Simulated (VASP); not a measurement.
# ZnO (wurtzite type) (P6_3mc) in VASP: a series of runs, part 2 of 2

VASP 6.6.1.

### Step 3. Electric field gradients, PBEsol

Input file INCAR:

```
ALGO     = Normal         # electronic algorithm
EDIFF    = 1E-8           # SCF threshold, eV
ENCUT    = 520            # plane-wave cutoff, eV
GGA      = PS             # functional
ISIF     = 2              # what is computed and relaxed
ISMEAR   = -1             # smearing method
LASPH    = True           # aspherical terms in the spheres
LCHARG   = False          # write CHGCAR
LEFG     = True         
LREAL    = False          # projectors in reciprocal space
LWAVE    = False          # write WAVECAR
NBANDS   = 26             # bands
NELM     = 60             # most SCF steps
PREC     = Accurate       # precision mode
SIGMA    = 0.08           # smearing width, eV
```

Input file KPOINTS:

```
k-points
0
Gamma
  12 12 7
```

Input file POSCAR:

```
ZnO
1.0
    3.2792607755      0.0000000000      0.0000000000
   -1.6396303878      2.8399231372      0.0000000000
    0.0000000000      0.0000000000      5.2938673460
Zn O
2 2
Direct
    0.3333333333      0.6666666667     -0.0015194259
    0.6666666667      0.3333333333      0.4984805741
    0.3333333333      0.6666666667      0.3775194259
    0.6666666667      0.3333333333      0.8775194259
```

Potentials or basis: VASP PAW PBE potentials, release 64 (Zn, O).

Launch:

```console
> cat potpaw_PBE.64/Zn/POTCAR potpaw_PBE.64/O/POTCAR > POTCAR
> mpirun -np 1 vasp_std > vasp.out
```

OUTCAR:

```text
EDIFF = 1E-8
   ENCUT = 520
   GGA = PS
   ISIF = 2
   ISMEAR = -1
   LASPH = True
   LREAL = False
   NELM = 60
   PREC = Accurate

 ion  position               nearest neighbor table
   1  0.333  0.667  0.998-   4 2.00   4 2.00   4 2.00   3 2.01
   2  0.667  0.333  0.498-   3 2.00   3 2.00   3 2.00   4 2.01
   3  0.333  0.667  0.378-   2 2.00   2 2.00   2 2.00   1 2.01
   4  0.667  0.333  0.878-   1 2.00   1 2.00   1 2.00   2 2.01

  LATTYP: Found a hexagonal cell.
 ALAT       =     3.2792607755
 C/A-ratio  =     1.6143477779

  Lattice vectors:

 A1 = (   3.2792607755,   0.0000000000,   0.0000000000)
 A2 = (  -1.6396303878,   2.8399231372,   0.0000000000)
 A3 = (   0.0000000000,   0.0000000000,   5.2938673460)

Analysis of symmetry for initial positions (statically):
=====================================================================
 Subroutine PRICEL returns:
 Original cell was already a primitive cell.

 Routine SETGRP: Setting up the symmetry group for a
 hexagonal supercell.

 Subroutine GETGRP returns: Found 12 space group operations
 (whereof  6 operations were pure point group operations)
 out of a pool of 24 trial point group operations.

The static configuration has the point symmetry C_3v.
 The point group associated with its full space group is C_6v.

Analysis of symmetry for dynamics (positions and initial velocities):
=====================================================================
 Subroutine PRICEL returns:
 Original cell was already a primitive cell.

 Routine SETGRP: Setting up the symmetry group for a
 hexagonal supercell.

 Subroutine GETGRP returns: Found 12 space group operations
 (whereof  6 operations were pure point group operations)
 out of a pool of 24 trial point group operations.

The dynamic configuration has the point symmetry C_3v.
 The point group associated with its full space group is C_6v.

 Subroutine INISYM returns: Found 12 space group operations
 (whereof  6 operations are pure point group operations),
 and found     1 'primitive' translations

----------------------------------------------------------------------------------------

                                     Primitive cell

  volume of cell :      49.3010

  direct lattice vectors                    reciprocal lattice vectors
     3.279260776  0.000000000  0.000000000     0.304946776  0.176061103  0.000000000
    -1.639630388  2.839923137  0.000000000     0.000000000  0.352122206  0.000000000
     0.000000000  0.000000000  5.293867346     0.000000000  0.000000000  0.188897820

  length of vectors
     3.279260776  3.279260776  5.293867346     0.352122206  0.352122206  0.188897820

  position of ions in fractional coordinates (direct lattice)
     0.333333333  0.666666667  0.998480574
     0.666666667  0.333333333  0.498480574
     0.333333333  0.666666667  0.377519426
     0.666666667  0.333333333  0.877519426

  ion indices of the primitive-cell ions
   primitive index   ion index
                 1           1
                 2           2
[... 81 lines left out ...]
   ISYM   =      2    0-nonsym 1-usesym 2-fastsym
   POTIM  = 0.5000    time-step for ionic-motion
   TEBEG  =    0.0;   TEEND  =   0.0 temperature during run
   PSTRESS=    0.0 pullay stress
   NELECT =      36.0000    total number of electrons
   NUPDOWN=      -1.0000    fix difference up-down
   EMIN   =  10.00;   EMAX   =-10.00  energy-range for DOS
   EFERMI =   0.00;   METHOD = LEGACY
   ISMEAR =    -1;   SIGMA  =   0.08  broadening in eV -4-tet -1-fermi 0-gaus
   EFERMI_NEDOS =   21; number of points for ismear=-14 and -15
   IALGO  =     38    algorithm
   IMIX   =      4    mixing-type and parameters
     AMIX     =   0.40;   BMIX     =  1.00
     AMIX_MAG =   1.60;   BMIX_MAG =  1.00
  volume/ion in A,a.u.               =      12.33        83.17
  Fermi-wavevector in a.u.,A,eV,Ry     =   1.474202  2.785839 29.569173  2.173273
  Thomas-Fermi vector in A             =   2.589002
   LORBIT       =      0    0 simple, 1 ext, 2 COOP (PROOUT), +10 PAW based schemes
   GGA     = PS    functional components
   LHFCALC =     F    Hartree Fock is set to
   AEXX    =    0.0000 exact exchange contribution
   IVDW    =     0    specifies the selected vdW correction
   LEPSILON=     F    determine dielectric tensor
   LRPA    =     F    only Hartree local field effects (RPA)
 non-spin polarized calculation
  energy-cutoff  :      520.00
  volume of cell :       49.30
 maximum number of plane-waves:      1350
   NGX = 13   NGY = 13   NGZ = 19

 number of electron      36.0000037 magnetization

 Free energy of the ion-electron system (eV)
  ---------------------------------------------------
  ext. energy  EPLUGINS =         0.00000000
  ---------------------------------------------------
  free energy    TOTEN  =       -19.38292667 eV

  energy without entropy =      -19.38275723  energy(sigma->0) =      -19.38284195

 E-fermi :   1.1821     XC(G=0): -10.9986

 val. band max:        0.7402133365   @ k =   0.0000   0.0000   0.0000
 cond. band min:       1.3653381127   @ k =   0.0000   0.0000   0.0000
 fundamental gap:      0.6251247763
 Fermi energy:         1.1821457945

 k-point     1 :       0.0000    0.0000    0.0000
  band No.  band energies     occupation
      1     -17.0255      2.00000
      2     -16.3395      2.00000
      3      -4.8105      2.00000
      4      -4.8105      2.00000
      5      -4.7712      2.00000
      6      -4.7177      2.00000
[... 685 lines left out ...]
     25      13.8445      0.00000
     26      14.4254      0.00000

 [... further k-points ...]
[... 5 lines left out ...]
  --------------------------------------------------------------------------------------
  -------------------------------------------------------------------------------------
  Total       -1.5831668     -1.5831668     -1.5758243      0.0000000      0.0000000      0.0000000
  in kB      -51.4495593    -51.4495593    -51.2109443      0.0000000      0.0000000      0.0000000
  external PRESSURE =     -51.3700210 kB  Pullay stress =       0.0000000 kB

 VOLUME and BASIS-vectors are now :
 -----------------------------------------------------------------------------
  energy-cutoff  :      520.00
  volume of cell :       49.30
      direct lattice vectors                 reciprocal lattice vectors
     3.279260776  0.000000000  0.000000000     0.304946776  0.176061103  0.000000000
    -1.639630388  2.839923137  0.000000000     0.000000000  0.352122206  0.000000000
     0.000000000  0.000000000  5.293867346     0.000000000  0.000000000  0.188897820

 POSITION                                       TOTAL-FORCE (eV/Angst)
 -----------------------------------------------------------------------------------
     -0.00000      1.89328      5.28582         0.000000      0.000000      0.002400
      1.63963      0.94664      2.63889        -0.000000      0.000000      0.002400
     -0.00000      1.89328      1.99854         0.000000      0.000000     -0.002400
      1.63963      0.94664      4.64547        -0.000000     -0.000000     -0.002400
 -----------------------------------------------------------------------------------
    total drift:                               -0.000001     -0.000001      0.001266

  FREE ENERGIE OF THE ION-ELECTRON SYSTEM (eV)
  ---------------------------------------------------
  free  energy   TOTEN  =       -19.3829266726 eV

  energy  without entropy=      -19.3827572266  energy(sigma->0) =      -19.38284195

 Electric field gradients (V/A^2)
---------------------------------------------------------------------
 ion       V_xx      V_yy      V_zz      V_xy      V_xz      V_yz
---------------------------------------------------------------------
   1      -2.109    -2.107     4.216     0.002    -0.000     0.000
   2      -2.109    -2.107     4.216     0.002     0.000    -0.000
   3       0.503     0.498    -1.002    -0.004    -0.000     0.000
   4       0.503     0.498    -1.002    -0.004     0.000    -0.000
---------------------------------------------------------------------

 Electric field gradients after diagonalization (V/A^2)
 (convention: |V_zz| > |V_xx| > |V_yy|)
----------------------------------------------------------------------
 ion       V_xx      V_yy      V_zz     asymmetry (V_yy - V_xx)/ V_zz
----------------------------------------------------------------------
   1      -2.110    -2.106     4.216       0.001
   2      -2.110    -2.106     4.216       0.001
   3       0.506     0.496    -1.002       0.010
   4       0.506     0.496    -1.002       0.010
----------------------------------------------------------------------

           NMR quadrupolar parameters

 Cq : quadrupolar parameter    Cq=e*Q*V_zz/h
 eta: asymmetry parameters     (V_yy - V_xx)/ V_zz
 Q  : nuclear electric quadrupole moment in mb (millibarn)
----------------------------------------------------------------------
 ion       Cq(MHz)       eta       Q (mb)
----------------------------------------------------------------------
   1       0.010       0.001       1.000
   2       0.010       0.001       1.000
   3      -0.002       0.010       1.000
   4      -0.002       0.010       1.000
----------------------------------------------------------------------
```

It took 74 s on 1 thread of Intel Xeon 6975P-C (Granite Rapids), shared host; peak memory 0.21 GiB.

What came out:

```
Free energy                             : -19.3829 eV
Pressure                                : -5.1 GPa
Band gap on the k mesh                  : 0.63 eV
Largest electric field gradient by atom : Zn +4.2; O -1.0 V/Å²
```

Forces in eV/Å, atoms in the order of the input:
```
Zn   0.000  0.000  0.002
Zn   0.000  0.000  0.002
O    0.000  0.000 -0.002
O    0.000  0.000 -0.002
```

Electric field gradients, principal values (V/Å²):
| atom | least | middle | greatest (by size) |
| --- | --- | --- | --- |
| 1 Zn | -2.106 | -2.110 | 4.216 |
| 2 Zn | -2.106 | -2.110 | 4.216 |
| 3 O | 0.496 | 0.506 | -1.002 |
| 4 O | 0.496 | 0.506 | -1.002 |

Caveat: the cell stands under tension; without QUAD_EFG the Cq values of the log hold for a quadrupole moment of 1 mb, not for the nuclei; the PAW data sets were made with another functional, which shifts forces and pressure a little.
